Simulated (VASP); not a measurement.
A run of VASP 6.6.1 is set up as follows.

File POSCAR:

```
Ir
1.0
    4.4943869192      0.0000000000      0.0000000000
   -2.2471934596      3.8922532464      0.0000000000
    0.0000000000      0.0000000000      7.4382239622
Ir
4
Direct
    0.3333333333      0.6666666667      0.0630908785
    0.6666666667      0.3333333333      0.5630908785
    0.3333333333      0.6666666667      0.4369091215
    0.6666666667      0.3333333333      0.9369091215
```

INCAR.step1

```
SYSTEM = Ir
PREC = Accurate
ENCUT = 520
ISMEAR = 0
SIGMA = 0.1
LREAL = .FALSE.
LASPH = .TRUE.
NELM = 100
NBANDS = 26
GGA = PE
ALGO = Normal
EDIFF = 1E-4
LWAVE = .TRUE.
LCHARG = .FALSE.
```

Contents of INCAR.step2:

```
SYSTEM = Ir
PREC = Accurate
ENCUT = 520
EDIFF = 1E-6
ISMEAR = 0
SIGMA = 0.1
LREAL = .FALSE.
LASPH = .TRUE.
NELM = 100
ALGO = Normal
ISIF = 2
LWAVE = .FALSE.
LCHARG = .FALSE.
METAGGA = R2SCAN
LMIXTAU = .TRUE.
NBANDS = 26
ISTART = 1
```

The input KPOINTS:

```
regular mesh
0
G
  6 6 4
  0 0 0
```

Potentials or basis: VASP PAW PBE potentials, release 64 (Ir).

Run with:

```sh
$ cat potpaw_PBE.64/Ir/POTCAR > POTCAR
$ cp INCAR.step1 INCAR
$ mpirun -np 1 vasp_std > vasp.out
$ cp INCAR.step2 INCAR
$ mpirun -np 1 vasp_std > vasp.out
```

What does it give for the largest force?

0.147 eV/Å.

What does it give for the pressure?

-28.0 GPa.

Estimate the band gap on the k mesh.

zero (band 18 reaches 1.31 eV, above the bottom of band 19 at 1.04 eV).

Stress tensor (GPa, compression positive):
```
-27.68   0.00   0.00
  0.00 -27.68   0.00
  0.00   0.00 -28.59
```

Caveat: the PAW data sets were made with another functional, which shifts forces and pressure a little; spin-orbit coupling is left out, which moves the levels of the heavy elements.
